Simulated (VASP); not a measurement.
Input of a VASP 6.6.1 run:

Contents of INCAR:

```
PREC = Accurate ; ENCUT = 500
EDIFF = 1E-6 ; ISMEAR = -1
SIGMA = 0.1 ; LREAL = F
LASPH = T ; NELM = 120
ALGO = Normal ; ISIF = 2
LWAVE = F ; LCHARG = F
NBANDS = 16 ; GGA_COMPAT = F
```

The input KPOINTS:

```
Automatic mesh
0
Gamma
  6 6 6
```

The input POSCAR:

```
InAs
1.0
    0.0000000000      2.8482383360      2.8482383360
    2.8482383360      0.0000000000      2.8482383360
    2.8482383360      2.8482383360      0.0000000000
In As
1 1
Direct
    0.5000000000      0.5000000000      0.5000000000
    0.0000000000      0.0000000000      0.0000000000
```

Potentials or basis: VASP PAW LDA potentials, release 64 (In_d, As).

Run with:

```sh
$ cat potpaw_LDA.64/In_d/POTCAR potpaw_LDA.64/As/POTCAR > POTCAR
$ mpirun -np 1 vasp_std > vasp.out
```

(1) Estimate the band gap on the k mesh.

(2) Estimate the pressure.

## Answers

(1) zero (band 9 reaches 6.51 eV, above the bottom of band 10 at 3.78 eV).

(2) -3.2 GPa.

Caveat: spin-orbit coupling is left out, which moves the levels of the heavy elements.
